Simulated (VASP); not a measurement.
# SnO (Cmme) in VASP: a series of runs

Runs on SnO. Level: PBE+D3(BJ). Tasks: single point.

All numbers are computed with VASP 6.6.1; they aren't measurements. Logs are shortened: lines on timing, memory, paths and dates and some standing lists are left out, and cuts for length are marked.

**1. The cell of the first run**

The structure is orthorhombic, space group Cmme (No. 67). Conventional cell: a = 5.264 Å, b = 5.589 Å, c = 4.762 Å, α = 90.00°, β = 90.00°, γ = 90.00°. Within 3.0 Å of Sn (site symmetry mm2) lie 4 O at 2.24 Å. Within 3.0 Å of O (site symmetry 222) lie 4 Sn at 2.24 Å and 4 O at 2.63 to 2.79 Å.

**2. Single point, PBE+D3(BJ) (strain -0.0600 x Voigt [0, 0, 0, 0, 0, 1])**

The input, INCAR:

```
SYSTEM = SnO
PREC = Accurate ; ENCUT = 520
EDIFF = 1E-7 ; ISMEAR = 0
SIGMA = 0.15 ; LREAL = .False.
LASPH = .True. ; NELM = 60
ALGO = Normal ; ISIF = 2
LWAVE = .False. ; LCHARG = .False.
GGA = PE ; IVDW = 12
NBANDS = 28
```

The input, KPOINTS:

```
Automatic mesh
0
Gamma
  12 12 10
  0 0 0
```

The input, POSCAR:

```
SnO
1.0
    3.8370963230     -0.1151128897      0.0000000000
   -0.1151128897      3.8370963230      0.0000000000
    0.0000000000      0.0000000000      4.7621286275
Sn O
2 2
Direct
    0.0000000000      0.5000000000      0.2432422108
    0.5000000000      0.0000000000      0.7567577892
    0.0000000000      0.0000000000      0.0000000000
    0.5000000000      0.5000000000      0.0000000000
```

Potentials or basis: VASP PAW PBE potentials, release 64 (Sn_d, O).

Command:

```console
> cat potpaw_PBE.64/Sn_d/POTCAR potpaw_PBE.64/O/POTCAR > POTCAR
> mpirun -np 1 vasp_std > vasp.out
```

OUTCAR:

```text
SYSTEM = SnO
   PREC = Accurate
   ENCUT = 520
   EDIFF = 1E-7
   ISMEAR = 0
   LREAL = .False.
   LASPH = .True.
   NELM = 60
   ISIF = 2
   GGA = PE
   IVDW = 12
 IVDW          = 12

 ion  position               nearest neighbor table
   1  0.000  0.500  0.243-   3 2.24   4 2.24   3 2.24   4 2.24   2 3.51   2 3.51   2 3.59   2 3.59
                             2 3.63   2 3.63   2 3.71   2 3.71
   2  0.500  0.000  0.757-   3 2.24   4 2.24   4 2.24   3 2.24   1 3.51   1 3.51   1 3.59   1 3.59
                             1 3.63   1 3.63   1 3.71   1 3.71
   3  0.000  0.000  0.000-   1 2.24   2 2.24   1 2.24   2 2.24
   4  0.500  0.500  0.000-   1 2.24   2 2.24   2 2.24   1 2.24

  LATTYP: Found a base centered orthorhombic cell.
 ALAT       =     5.2636794503
 B/A-ratio  =     1.0618556701
 C/A-ratio  =     0.9047147860

  Lattice vectors:

 A1 = (   3.8370963230,  -0.1151128897,   0.0000000000)
 A2 = (  -0.1151128897,   3.8370963230,   0.0000000000)
 A3 = (   0.0000000000,   0.0000000000,   4.7621286275)

Analysis of symmetry for initial positions (statically):
=====================================================================
 Subroutine PRICEL returns:
 Original cell was already a primitive cell.

 Routine SETGRP: Setting up the symmetry group for a
 base centered orthorhombic supercell.

 Subroutine GETGRP returns: Found  8 space group operations
 (whereof  4 operations were pure point group operations)
 out of a pool of  8 trial point group operations.

The static configuration has the point symmetry D_2 .
 The point group associated with its full space group is D_2h.

Analysis of symmetry for dynamics (positions and initial velocities):
=====================================================================
 Subroutine PRICEL returns:
 Original cell was already a primitive cell.

 Routine SETGRP: Setting up the symmetry group for a
 base centered orthorhombic supercell.

 Subroutine GETGRP returns: Found  8 space group operations
 (whereof  4 operations were pure point group operations)
 out of a pool of  8 trial point group operations.

The dynamic configuration has the point symmetry D_2 .
 The point group associated with its full space group is D_2h.

 Subroutine INISYM returns: Found  8 space group operations
 (whereof  4 operations are pure point group operations),
 and found     1 'primitive' translations

----------------------------------------------------------------------------------------

                                     Primitive cell

  volume of cell :      70.0512

[... 94 lines left out ...]
   EDIFFG = 0.1E-05   stopping-criterion for IOM
   NSW    =      0    number of steps for IOM
   IBRION =     -1    ionic relax: 0-MD 1-quasi-New 2-CG
   NFREE  =      0    steps in history (QN), initial steepest desc. (CG)
   ISIF   =      2    stress and relaxation
   ISYM   =      2    0-nonsym 1-usesym 2-fastsym
   POTIM  = 0.5000    time-step for ionic-motion
   TEBEG  =    0.0;   TEEND  =   0.0 temperature during run
   PSTRESS=    0.0 pullay stress
   NELECT =      40.0000    total number of electrons
   NUPDOWN=      -1.0000    fix difference up-down
   EMIN   =  10.00;   EMAX   =-10.00  energy-range for DOS
   EFERMI =   0.00;   METHOD = LEGACY
   ISMEAR =     0;   SIGMA  =   0.15  broadening in eV -4-tet -1-fermi 0-gaus
   EFERMI_NEDOS =   21; number of points for ismear=-14 and -15
   IALGO  =     38    algorithm
   IMIX   =      4    mixing-type and parameters
     AMIX     =   0.40;   BMIX     =  1.00
     AMIX_MAG =   1.60;   BMIX_MAG =  1.00
  volume/ion in A,a.u.               =      17.51       118.18
  Fermi-wavevector in a.u.,A,eV,Ry     =   1.358177  2.566582 25.097911  1.844644
  Thomas-Fermi vector in A             =   2.485032
   LORBIT       =      0    0 simple, 1 ext, 2 COOP (PROOUT), +10 PAW based schemes
   GGA     = PE    functional components
   LHFCALC =     F    Hartree Fock is set to
   AEXX    =    0.0000 exact exchange contribution
   IVDW    =    12    specifies the selected vdW correction
   LEPSILON=     F    determine dielectric tensor
   LRPA    =     F    only Hartree local field effects (RPA)
 non-spin polarized calculation
 Gauss-broadening in eV      SIGMA  =   0.15
  energy-cutoff  :      520.00
  volume of cell :       70.05
 maximum number of plane-waves:      1910
 NGX is ok and might be reduce to    30
   NGX = 15   NGY = 15   NGZ = 17

 number of electron      40.0000016 magnetization

 Free energy of the ion-electron system (eV)
  ---------------------------------------------------
  ext. energy  EPLUGINS =         0.00000000
  ---------------------------------------------------
  free energy    TOTEN  =       -22.62425800 eV

  energy without entropy =      -22.62297651  energy(sigma->0) =      -22.62361725

 E-fermi :   7.2046     XC(G=0): -10.2782

 val. band max:        7.1569074288   @ k =   0.5000   0.5000   0.0000
 cond. band min:       7.2119903515   @ k =   0.5000   0.5000   0.1000
 fundamental gap:      0.0550829227
 Fermi energy:         7.2045557473

 k-point     1 :       0.0000    0.0000    0.0000
  band No.  band energies     occupation
      1     -14.8267      2.00000
      2     -14.4638      2.00000
      3     -14.4291      2.00000
      4     -14.4176      2.00000
      5     -14.4028      2.00000
      6     -14.3971      2.00000
[... 733 lines left out ...]
     27      15.1350      0.00000
     28      15.3761      0.00000

 [... further k-points ...]

------------------------ aborting loop because EDIFF is reached ----------------------------------------

 Edisp (eV)   -0.93980

 E8    (eV) :    -0.4079

  FORCE on cell =-STRESS in cart. coord.  units (eV):
  Direction    XX          YY          ZZ          XY          YZ          ZX
  --------------------------------------------------------------------------------------
  -------------------------------------------------------------------------------------
  Total       0.18937     0.18937     0.13241     2.15825     0.00000     0.00000
  in kB       4.33119     4.33119     3.02853    49.36241     0.00000     0.00000
  external pressure =        3.90 kB  Pullay stress =        0.00 kB

 VOLUME and BASIS-vectors are now :
 -----------------------------------------------------------------------------
  energy-cutoff  :      520.00
  volume of cell :       70.05
      direct lattice vectors                 reciprocal lattice vectors
     3.837096323 -0.115112890  0.000000000     0.260848498  0.007825455  0.000000000
    -0.115112890  3.837096323  0.000000000     0.007825455  0.260848498  0.000000000
     0.000000000  0.000000000  4.762128628     0.000000000  0.000000000  0.209990128

 POSITION                                       TOTAL-FORCE (eV/Angst)
 -----------------------------------------------------------------------------------
     -0.05756      1.91855      1.15835        -0.000000      0.000000      0.090249
      1.91855     -0.05756      3.60378        -0.000000      0.000000     -0.090249
      0.00000      0.00000      0.00000         0.000000      0.000000      0.000000
      1.86099      1.86099      0.00000         0.000000      0.000000      0.000000
 -----------------------------------------------------------------------------------
    total drift:                                0.000000      0.000000     -0.000000

  FREE ENERGIE OF THE ION-ELECTRON SYSTEM (eV)
  ---------------------------------------------------
  free  energy   TOTEN  =       -23.5640552174 eV

  energy  without entropy=      -23.5627737277  energy(sigma->0) =      -23.56341447
```

OSZICAR:

```text
N       E                     dE             d eps       ncg     rms          rms(c)
DAV:   1     0.417160961781E+03    0.41716E+03   -0.19928E+04 15056   0.220E+03
DAV:   2     0.364671995667E+02   -0.38069E+03   -0.36542E+03 15104   0.545E+02
DAV:   3    -0.234797755009E+02   -0.59947E+02   -0.58815E+02 16556   0.180E+02
DAV:   4    -0.262865672555E+02   -0.28068E+01   -0.27945E+01 16448   0.417E+01
DAV:   5    -0.263531859315E+02   -0.66619E-01   -0.66611E-01 15860   0.696E+00    0.117E+01
DAV:   6    -0.226683303065E+02    0.36849E+01   -0.17038E+01 23412   0.454E+01    0.503E+00
DAV:   7    -0.226445678002E+02    0.23763E-01   -0.21100E+00 17112   0.871E+00    0.247E+00
DAV:   8    -0.226308259804E+02    0.13742E-01   -0.28819E-01 17632   0.357E+00    0.804E-01
DAV:   9    -0.226233657482E+02    0.74602E-02   -0.45775E-02 23412   0.216E+00    0.239E-01
DAV:  10    -0.226246429384E+02   -0.12772E-02   -0.75606E-03 20104   0.790E-01    0.148E-01
DAV:  11    -0.226242286110E+02    0.41433E-03   -0.21070E-03 22116   0.414E-01    0.193E-02
DAV:  12    -0.226242629224E+02   -0.34311E-04   -0.27653E-04 14968   0.952E-02    0.303E-02
DAV:  13    -0.226242581879E+02    0.47345E-05   -0.27509E-05 19076   0.467E-02    0.354E-03
DAV:  14    -0.226242579561E+02    0.23186E-06   -0.30488E-06 18236   0.105E-02    0.316E-03
DAV:  15    -0.226242579996E+02   -0.43539E-07   -0.12027E-07 11160   0.280E-03
   1 F= -.23564055E+02 E0= -.23563414E+02  d E =-.128149E-02
```

stdout:

```text
POSCAR found type information on POSCAR SnO
 POSCAR found :  2 types and       4 ions
 scaLAPACK will be used
 LDA part: xc-table for (Slater+PW92), standard interpolation
 POSCAR, INCAR and KPOINTS ok, starting setup
 FFT: planning ... GRIDC
 FFT: planning ... GRID_SOFT
 FFT: planning ... GRID
 WAVECAR not read
 entering main loop
```

Run time: 4 min. Hardware: 1 thread of AMD EPYC 9R45 (Zen 5), shared host; peak memory 0.46 GiB.

What came out:

| Item | Value |
| --- | --- |
| Free energy | -23.5641 eV |
| Pressure | 0.4 GPa |
| Largest force | 0.090 eV/Å |
| Band gap on the k mesh | zero (bands 20 and 21 overlap by 0.06 eV) |
| Dispersion energy per atom | -0.235 eV |

Forces on the atoms (eV/Å):
```
Sn   0.000  0.000  0.090
Sn   0.000  0.000 -0.090
O    0.000  0.000  0.000
O    0.000  0.000  0.000
```

Caveat: the cell differs from its parent crystal (strain -0.0600 x Voigt [0, 0, 0, 0, 0, 1]); semilocal functionals underestimate gaps, and a narrow one can read as zero; spin-orbit coupling is left out, which moves the levels of the heavy elements.

**3. Single point, PBE+D3(BJ) (strain +0.0450 x Voigt [0, 0, 0, 0, 0, 1])**

The input, INCAR:

```
SYSTEM = SnO
PREC = Accurate ; ENCUT = 520
EDIFF = 1E-6 ; ISMEAR = 0
SIGMA = 0.15 ; LREAL = .False.
LASPH = .True. ; NELM = 100
ALGO = Normal ; ISIF = 2
LWAVE = .False. ; LCHARG = .False.
GGA = PE ; IVDW = 12
NBANDS = 28
```

The input, KPOINTS:

```
regular mesh
0
Gamma
  12 12 10
  0 0 0
```

Changes to POSCAR since step 2:

```diff
@@ -2,4 +2,4 @@
 1.0
-    3.8370963230     -0.1151128897      0.0000000000
-   -0.1151128897      3.8370963230      0.0000000000
+    3.8370963230      0.0863346673      0.0000000000
+    0.0863346673      3.8370963230      0.0000000000
     0.0000000000      0.0000000000      4.7621286275
```

Potentials or basis: VASP PAW PBE potentials, release 64 (Sn_d, O).

Command:

```console
> cat potpaw_PBE.64/Sn_d/POTCAR potpaw_PBE.64/O/POTCAR > POTCAR
> mpirun -np 1 vasp_std > vasp.out
```

Run time: 4.1 min. Hardware: 1 thread of AMD EPYC 9R45 (Zen 5), shared host; peak memory 0.46 GiB.

The run converged. Its results:

* Free energy: -23.5925 eV
* Pressure: 0.3 GPa
* Largest force: 0.088 eV/Å
* Band gap on the k mesh: zero (bands 20 and 21 overlap by 0.04 eV)
* Dispersion energy per atom: -0.235 eV

Forces on the atoms (eV/Å):
```
Sn   0.000  0.000  0.088
Sn   0.000  0.000 -0.088
O    0.000  0.000  0.000
O    0.000  0.000  0.000
```

Stress tensor (GPa, compression positive):
```
 0.33 -3.70  0.00
-3.70  0.33  0.00
 0.00  0.00  0.26
```

Levels at points of the mesh, in eV from the Fermi level:
```tsv
k point	band 18	band 19	band 20	band 21	band 22	band 23
(0.00, 0.00, 0.00)	-3.44	-2.85	-0.10	2.01	4.28	4.57
(0.50, 0.00, 0.00)	-4.77	-2.77	-2.77	3.18	3.18	5.63
(0.50, 0.50, 0.00)	-2.29	-2.10	-1.84	-0.14	-0.06	4.27
(0.00, 0.00, 0.50)	-3.13	-2.87	-2.19	1.62	2.57	2.89
(0.50, 0.00, 0.50)	-4.72	-1.78	-1.78	2.57	2.57	5.15
(0.50, 0.50, 0.50)	-2.69	-2.56	-2.29	2.21	2.27	4.01
```

Caveat: the cell differs from its parent crystal (strain +0.0450 x Voigt [0, 0, 0, 0, 0, 1]); semilocal functionals underestimate gaps, and a narrow one can read as zero; spin-orbit coupling is left out, which moves the levels of the heavy elements.

**4. Single point, PBE+D3(BJ) (strain +0.0525 x Voigt [0, 0, 0, 0, 0, 1])**

The input, INCAR:

```
PREC = Accurate ; ENCUT = 520
EDIFF = 1E-6 ; ISMEAR = 0
SIGMA = 0.15 ; LREAL = False
LASPH = True ; NELM = 80
ALGO = Normal ; ISIF = 2
LWAVE = False ; LCHARG = True
GGA = PE ; IVDW = 12
LELF = True ; LVHAR = True
NBANDS = 28
```

The input, KPOINTS:

```
Automatic mesh
0
Gamma
  12 12 10
```

Changes to POSCAR since step 3:

```diff
@@ -2,4 +2,4 @@
 1.0
-    3.8370963230      0.0863346673      0.0000000000
-    0.0863346673      3.8370963230      0.0000000000
+    3.8370963230      0.1007237785      0.0000000000
+    0.1007237785      3.8370963230      0.0000000000
     0.0000000000      0.0000000000      4.7621286275
```

Command:

```console
> cat potpaw_PBE.64/Sn_d/POTCAR potpaw_PBE.64/O/POTCAR > POTCAR
> mpirun -np 1 vasp_std > vasp.out
```

It took 3.6 min on 1 thread of AMD EPYC 9R45 (Zen 5), shared host; peak memory 0.46 GiB.

It converged, with:

| Quantity | Value |
| --- | --- |
| Free energy | -23.5793 eV |
| Pressure | 0.3 GPa |
| Largest force | 0.089 eV/Å |
| Band gap on the k mesh | zero (bands 20 and 21 overlap by 0.05 eV) |
| Dispersion energy per atom | -0.235 eV |

Forces on the atoms (eV/Å):
```
Sn   0.000  0.000  0.089
Sn   0.000  0.000 -0.089
O    0.000  0.000  0.000
O    0.000  0.000  0.000
```

Stress tensor (GPa, compression positive):
```
 0.37 -4.32  0.00
-4.32  0.37  0.00
 0.00  0.00  0.27
```

Levels at points of the mesh, in eV from the Fermi level:
```
           k point  band 18  band 19  band 20  band 21  band 22  band 23
(0.00, 0.00, 0.00)    -3.43    -2.79    -0.10     2.00     4.25     4.57
(0.50, 0.00, 0.00)    -4.76    -2.77    -2.77     3.18     3.18     5.61
(0.50, 0.50, 0.00)    -2.25    -2.12    -1.82    -0.15    -0.05     4.24
(0.00, 0.00, 0.50)    -3.13    -2.82    -2.19     1.62     2.55     2.92
(0.50, 0.00, 0.50)    -4.72    -1.78    -1.78     2.57     2.57     5.14
(0.50, 0.50, 0.50)    -2.72    -2.51    -2.25     2.20     2.28     3.99
```

Caveat: the cell differs from its parent crystal (strain +0.0525 x Voigt [0, 0, 0, 0, 0, 1]); semilocal functionals underestimate gaps, and a narrow one can read as zero; spin-orbit coupling is left out, which moves the levels of the heavy elements.

**5. The runs side by side**

```tsv
cell	gap on the mesh (eV)	pressure (GPa)	largest force (eV/Å)
a = 3.839, b = 3.839, c = 4.762 Å, angles 90.0, 90.0, 93.4°, 4 atoms	none	0.4	0.09
a = 3.838, b = 3.838, c = 4.762 Å, angles 90.0, 90.0, 87.4°, 4 atoms	none	0.3	0.09
a = 3.838, b = 3.838, c = 4.762 Å, angles 90.0, 90.0, 87.0°, 4 atoms	none	0.3	0.09
```

Alike in all rows: task single point; level PBE+D3(BJ); potentials or basis VASP PAW PBE potentials, release 64 (Sn_d, O); no spin polarisation; k mesh 12 × 12 × 10; cutoff (eV) 520; smearing gaussian 0.15 eV.

Caveats: semilocal functionals underestimate gaps, and a narrow one can read as zero; spin-orbit coupling is left out, which moves the levels of the heavy elements.

Absolute energies hang on the potentials; compare differences alone.

The gap in the log of VASP goes by the Fermi energy; the results here count the filled bands.